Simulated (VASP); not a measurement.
Input of a VASP 6.6.1 run:

Contents of INCAR:

```
PREC = Accurate ; ENCUT = 520
EDIFF = 1E-6 ; ISMEAR = -1
SIGMA = 0.05 ; LREAL = False
LASPH = True ; NELM = 100
ALGO = Normal ; ISIF = 2
LWAVE = False ; LCHARG = False
GGA = PE ; NBANDS = 11
```

The input KPOINTS:

```
Automatic mesh
0
Gamma
  9 9 9
```

The input POSCAR:

```
Hf
1.0
    2.8942536389      0.0000000000      0.0000000000
    0.0000000000      2.8942536389      0.0000000000
    0.0000000000      0.0000000000      2.8942536389
Hf
1
Direct
    0.5000000000      0.5000000000      0.5000000000
```

Potentials or basis: VASP PAW PBE potentials, release 64 (Hf_pv).

Run with:

```bash
$ cat potpaw_PBE.64/Hf_pv/POTCAR > POTCAR
$ mpirun -np 1 vasp_std > vasp.out
```

Problem. Predict the pressure.

Solution. 1.4 GPa.

Problem. What does it give for the band gap on the k mesh?

Solution. Zero (band 5 reaches 4.63 eV, above the bottom of band 6 at 2.50 eV).

Caveat: spin-orbit coupling is left out, which moves the levels of the heavy elements.
